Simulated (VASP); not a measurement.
# Se (I4_1/amd) in VASP: further runs, part 2 of 2

VASP 6.6.1. The steps go on from the part before.

## 4. Relaxation of cell and atoms, PBEsol

This run uses another cell than the first one, of 27.08 Å³/atom.

Input file INCAR:

```
SYSTEM = Se
PREC = Accurate
ENCUT = 600
EDIFF = 1E-6
ISMEAR = 0
SIGMA = 0.1
LREAL = .FALSE.
LASPH = .TRUE.
NELM = 80
ALGO = Normal
ISIF = 3
LWAVE = .FALSE.
LCHARG = .FALSE.
GGA = PS
IBRION = 2
NSW = 90
EDIFFG = -0.04
```

Input file KPOINTS:

```
regular mesh
0
G
  6 6 6
  0 0 0
```

Input file POSCAR:

```
Se
1.0
   -2.9168893579      2.9168893579      1.5912169889
    2.9168893579     -2.9168893579      1.5912169889
    2.9168893579      2.9168893579     -1.5912169889
Se
2
Direct
    0.0000000000      0.0000000000      0.0000000000
    0.7500000000      0.2500000000      0.5000000000
```

Potentials or basis: VASP PAW PBE potentials, release 64 (Se).

Run with:

```console
cat potpaw_PBE.64/Se/POTCAR > POTCAR
mpirun -np 1 vasp_std > vasp.out
```

OUTCAR:

```text
SYSTEM = Se
   PREC = Accurate
   ENCUT = 600
   EDIFF = 1E-6
   ISMEAR = 0
   LREAL = .FALSE.
   LASPH = .TRUE.
   NELM = 80
   ISIF = 3
   GGA = PS
   IBRION = 2
   NSW = 90
   EDIFFG = -0.04

 ion  position               nearest neighbor table
   1  0.000  0.000  0.000-
   2  0.750  0.250  0.500-

  LATTYP: Found a body centered tetragonal cell.
 ALAT       =     5.8337787158
 C/A-ratio  =     0.5455184594

  Lattice vectors:

 A1 = (  -2.9168893579,   2.9168893579,   1.5912169889)
 A2 = (   2.9168893579,  -2.9168893579,   1.5912169889)
 A3 = (   2.9168893579,   2.9168893579,  -1.5912169889)

Analysis of symmetry for initial positions (statically):
=====================================================================
 Subroutine PRICEL returns:
 Original cell was already a primitive cell.

 Routine SETGRP: Setting up the symmetry group for a
 body centered tetragonal supercell.

 Subroutine GETGRP returns: Found 16 space group operations
 (whereof  8 operations were pure point group operations)
 out of a pool of 16 trial point group operations.

The static configuration has the point symmetry D_2d.
 The point group associated with its full space group is D_4h.

Analysis of symmetry for dynamics (positions and initial velocities):
=====================================================================
 Subroutine PRICEL returns:
 Original cell was already a primitive cell.
[... 131 lines left out ...]
  Fermi-wavevector in a.u.,A,eV,Ry     =   0.990662  1.872080 13.352908  0.981411
  Thomas-Fermi vector in A             =   2.122348
   LORBIT       =      0    0 simple, 1 ext, 2 COOP (PROOUT), +10 PAW based schemes
   GGA     = PS    functional components
   LHFCALC =     F    Hartree Fock is set to
   AEXX    =    0.0000 exact exchange contribution
   IVDW    =     0    specifies the selected vdW correction
   LEPSILON=     F    determine dielectric tensor
   LRPA    =     F    only Hartree local field effects (RPA)
 conjugate gradient relaxation of ions
 non-spin polarized calculation
 Gauss-broadening in eV      SIGMA  =   0.10
  energy-cutoff  :      600.00
  volume of cell :       54.15
 maximum number of plane-waves:      1828
   NGX = 17   NGY = 17   NGZ = 17

--------------------------------------- Ionic step        1  -------------------------------------------

 number of electron      12.0000002 magnetization

 Free energy of the ion-electron system (eV)
  ---------------------------------------------------
  ext. energy  EPLUGINS =         0.00000000
  ---------------------------------------------------
  free energy    TOTEN  =        -6.56280440 eV

  energy without entropy =       -6.55921744  energy(sigma->0) =       -6.56101092

 E-fermi :   2.4894     XC(G=0):  -9.3619

 val. band max:        2.4325827713   @ k =   0.5000   0.5000   0.1667
 cond. band min:       2.4999537405   @ k =   0.5000   0.0000   0.0000
 fundamental gap:      0.0673709692
 Fermi energy:         2.4894150792
[... 848 lines left out ...]
--------------------------------------- Ionic step        7  -------------------------------------------

 number of electron      12.0000000 magnetization

 Free energy of the ion-electron system (eV)
  ---------------------------------------------------
  ext. energy  EPLUGINS =         0.00000000
  ---------------------------------------------------
  free energy    TOTEN  =        -7.03985979 eV

  energy without entropy =       -7.03352753  energy(sigma->0) =       -7.03669366

 E-fermi :   5.1699     XC(G=0): -10.3574

 val. band max:        5.1481174467   @ k =   0.5000   0.5000   0.1667
 cond. band min:       5.2288171019   @ k =  -0.3333   0.1667  -0.0000
 fundamental gap:      0.0806996552
 Fermi energy:         5.1698530256
[... 341 lines left out ...]
  FREE ENERGIE OF THE ION-ELECTRON SYSTEM (eV)
  ---------------------------------------------------
  free  energy   TOTEN  =        -7.0398597861 eV

  energy  without entropy=       -7.0335275299  energy(sigma->0) =       -7.03669366

 reached required accuracy - stopping structural energy minimisation
```

OSZICAR:

```text
N       E                     dE             d eps       ncg     rms          rms(c)
DAV:   1     0.437078058303E+02    0.43708E+02   -0.55490E+03   600   0.113E+03
DAV:   2    -0.452717797744E+01   -0.48235E+02   -0.46752E+02  1008   0.148E+02
DAV:   3    -0.656374946623E+01   -0.20366E+01   -0.20264E+01   718   0.336E+01
DAV:   4    -0.657745672049E+01   -0.13707E-01   -0.13698E-01   700   0.317E+00
[... 44 lines left out ...]
DAV:   1    -0.704083689443E+01   -0.10386E-02   -0.26731E-02   624   0.110E+00    0.162E-01
DAV:   2    -0.704011767461E+01    0.71922E-03   -0.76666E-04   628   0.210E-01    0.864E-02
DAV:   3    -0.703985839329E+01    0.25928E-03   -0.77435E-04   628   0.173E-01    0.222E-02
DAV:   4    -0.703985968283E+01   -0.12895E-05   -0.75164E-06   632   0.236E-02    0.845E-03
DAV:   5    -0.703985978607E+01   -0.10325E-06   -0.96890E-07   358   0.702E-03
   7 F= -.70398598E+01 E0= -.70366937E+01  d E =-.608885E-04
```

Wall time 52 s (1 thread of AMD EPYC 9R45 (Zen 5), shared host); peak memory 0.18 GiB.

Results:

| Item | Value |
| --- | --- |
| Free energy | -7.0399 eV |
| Relaxed volume | 21.54 Å³/atom |
| Relaxed cell | a = 4.069 Å, b = 4.069 Å, c = 4.069 Å, α = 97.90°, β = 97.90°, γ = 136.49° |
| Space group after relaxing (to 0.1 Å) | I4_1/amd (No. 141) |
| Energy gained by relaxing | 238.5 meV/atom |
| Ionic steps | 7 |
| Pressure after relaxing | 0.2 GPa |
| Band gap on the k mesh | zero (bands 6 and 7 overlap by 2.09 eV) |

The path:
```tsv
step	energy change (eV)	largest force (eV/Å)	pressure (GPa)	volume (Å³)
1	0.0000	0.0000	-10.81	54.15
2	-0.4486	0.0000	4.48	41.04
3	-0.4765	0.0000	0.10	43.08
4	-0.4763	0.0000	-0.26	43.28
5	-0.4769	0.0000	-0.28	43.31
6	-0.4770	0.0000	-0.28	43.33
7	-0.4771	0.0000	0.21	43.08
```

Final structure:
```yaml
crystal:
  lattice:
    - [-2.67223, 2.67223, 1.50816]
    - [2.67223, -2.67223, 1.50816]
    - [2.67223, 2.67223, -1.50816]
  atoms:
    - { symbol: Se, position: [0.00000, 0.00000, 0.00000] }
    - { symbol: Se, position: [0.75000, 0.25000, 0.50000] }
```

Levels at points of the mesh, in eV from the Fermi level:
| k point | band 2 | band 3 | band 4 | band 5 | band 6 | band 7 | band 8 | band 9 | band 10 |
| --- | --- | --- | --- | --- | --- | --- | --- | --- | --- |
| (0.00, 0.00, 0.00) | -11.16 | -4.93 | -4.93 | 1.37 | 1.46 | 1.87 | 1.87 | 2.89 | 8.42 |
| (0.50, 0.00, 0.00) | -11.77 | -6.00 | -4.50 | -4.47 | -1.15 | 0.10 | 0.25 | 6.48 | 7.18 |
| (0.50, 0.50, 0.00) | -14.34 | -2.73 | -2.73 | -2.39 | -2.39 | 1.44 | 1.44 | 7.85 | 7.85 |
| (0.50, 0.50, 0.50) | -13.76 | -7.25 | -7.25 | 0.75 | 0.75 | 3.58 | 3.58 | 9.57 | 9.57 |

Caveat: the k points lie up to 0.40 Å⁻¹ apart in the final cell, too coarse for converged energies and pressures of a metal; the volume moved by over 15 % at a fixed basis, so the end points are rough; the PAW data sets were made with another functional, which shifts forces and pressure a little.

## 5. Summary

```tsv
task	cell	cutoff (eV)	gap on the mesh (eV)	pressure (GPa)
single point	a = 4.072 Å, angles 97.9, 97.9, 136.5°, 2 atoms	520	none	0.0
single point	a = 4.421 Å, angles 97.4, 97.4, 137.8°, 2 atoms	520	none	-10.8
relaxation of cell and atoms	relaxed from a = 4.421 Å, angles 97.4, 97.4, 137.8°, 2 atoms	600	none	0.2
```

Alike in all rows: level PBEsol; potentials or basis VASP PAW PBE potentials, release 64 (Se); no spin polarisation; k mesh 6 × 6 × 6; smearing gaussian 0.1 eV.

Caveats: all runs use coarse meshes; the PAW data sets were made with another functional, which shifts forces and pressure a little; the volume moved by over 15 % at a fixed basis, so the end points are rough (at least some runs).

Absolute energies hang on the potentials; compare differences alone.
